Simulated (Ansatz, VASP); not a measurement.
# LuSc3F in VASP and in Ansatz

The input INCAR:

```
PREC     = Accurate       # precision mode
ENCUT    = 520            # plane-wave cutoff, eV
EDIFF    = 1E-6           # SCF threshold, eV
ISMEAR   = 0              # smearing method
SIGMA    = 0.1            # smearing width, eV
LREAL    = F              # projectors in reciprocal space
LASPH    = T              # aspherical terms in the spheres
NELM     = 80             # most SCF steps
ALGO     = Normal         # electronic algorithm
ISIF     = 2              # what is computed and relaxed
LWAVE    = F              # write WAVECAR
LCHARG   = F              # write CHGCAR
GGA      = PE             # functional
NBANDS   = 40             # bands
```

KPOINTS

```
regular mesh
0
Gamma
  4 4 4
```

File POSCAR:

```
LuSc3F
1.0
    4.5024367600      0.0000000000      0.0000000000
    0.0000000000      4.5024367600      0.0000000000
    0.0000000000      0.0000000000      4.5024367600
Lu Sc F
1 3 1
Direct
    0.5000000000      0.5000000000      0.5000000000
    0.5000000000      0.0000000000      0.0000000000
    0.0000000000      0.5000000000      0.0000000000
    0.0000000000      0.0000000000      0.5000000000
    0.0000000000      0.0000000000      0.0000000000
```

Input for Ansatz:

```yaml
crystal:
  lattice:
    - [4.50243676, 0.0, 0.0]
    - [0.0, 4.50243676, 0.0]
    - [0.0, 0.0, 4.50243676]
  atoms:
    - { symbol: Lu, position: [0.5, 0.5, 0.5] }
    - { symbol: Sc, position: [0.5, 0.0, 0.0] }
    - { symbol: Sc, position: [0.0, 0.5, 0.0] }
    - { symbol: Sc, position: [0.0, 0.0, 0.5] }
    - { symbol: F, position: [0.0, 0.0, 0.0] }
basis:
  ecutwfc: 420
kpoints:
  mp_grid: { grid: [4, 4, 4] }
hamiltonian:
  xc: pbe
scf:
  occupations: { method: gaussian, width: 0.1 }
  lower_state_search: "off"
output:
  forces: true
  stress: true
  eigenvalues: true
```

Change from the starting cell: species swapped into the Pr3SnN type (Pm-3m, No. 221).

Alike in both runs: task single point; functional PBE; k mesh 4 × 4 × 4; occupations gaussian, width 0.1 eV; no spin polarisation.

|  | VASP | Ansatz |
| --- | --- | --- |
| version | VASP 6.6.1 | Ansatz 0.2.0 |
| potentials or method | VASP PAW PBE potentials, release 64 (Lu, Sc_sv, F), cutoff 520 eV | scalar-relativistic, plane waves, PAW |
| valence electrons in the cell | 65 | 65 |

VASP gave:

```
gap on the k mesh at the Fermi level (eV) : none
pressure (GPa)                            : 10.1
```

Problem. Estimate Ansatz's values.

Solution. gap on the k mesh at the Fermi level (eV): none; pressure (GPa): 9.8.

A gap of «none» marks a metal or a gap that the smearing closes.

Neither program's run includes spin-orbit coupling.
